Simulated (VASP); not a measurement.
Crystal: Ca2MgAs2.

```xyz
5
Lattice="3.3896 0.0000 0.0000 0.0000 3.3896 0.0000 0.0000 0.0000 11.0811" Properties=species:S:1:pos:R:3 pbc="T T T"
Ca    0.0000    0.0000    9.2454
Ca    0.0000    0.0000    1.8357
Mg    0.0000    0.0000    5.5405
As    1.6948    1.6948    3.7419
As    1.6948    1.6948    7.3392
```

* Program: VASP 6.6.1
* Task: relaxation of cell and atoms
* Functional: PBE
* Potentials or basis: VASP PAW PBE potentials, release 64 (Ca_sv, Mg, As)
* Cutoff: 600 eV
* k mesh: 6 × 6 × 2
* Occupations: gaussian, width 0.1 eV
* Spin: no spin polarisation

At the start: pressure 0.4 GPa; volume 25.46 Å³/atom.

Q: How do energy, volume and symmetry change on relaxing?

A: Over 11 steps the energy falls by 35.8 meV/atom and the volume is 27.23 Å³/atom (+6.9 %); space group P4/mmm (No. 123, to 0.05 Å).

The path:
```csv
step,energy change (eV),largest force (eV/Å),pressure (GPa),volume (Å³)
1,0.0000,0.3418,0.41,127.31
2,-0.0777,0.3809,0.30,128.46
3,-0.1031,0.4250,0.20,129.86
4,-0.1270,0.3039,0.15,130.99
5,-0.1499,0.2240,0.12,133.38
6,-0.1505,0.2614,0.13,133.82
7,-0.1638,0.1961,-0.18,135.40
8,-0.1705,0.1039,-0.56,137.55
9,-0.1764,0.0569,-0.01,136.24
10,-0.1764,0.0549,0.01,136.19
11,-0.1789,0.0362,0.01,136.14
```

Final structure:
```
Ca Mg As
1.0
     3.59058    0.00000    0.00000
     0.00000    3.59058    0.00000
     0.00000    0.00000   10.55960
Ca Mg As
2 1 2
Direct
  0.00000 0.00000 0.81279
  0.00000 0.00000 0.18721
  0.00000 0.00000 0.50000
  0.50000 0.50000 0.34134
  0.50000 0.50000 0.65866
```
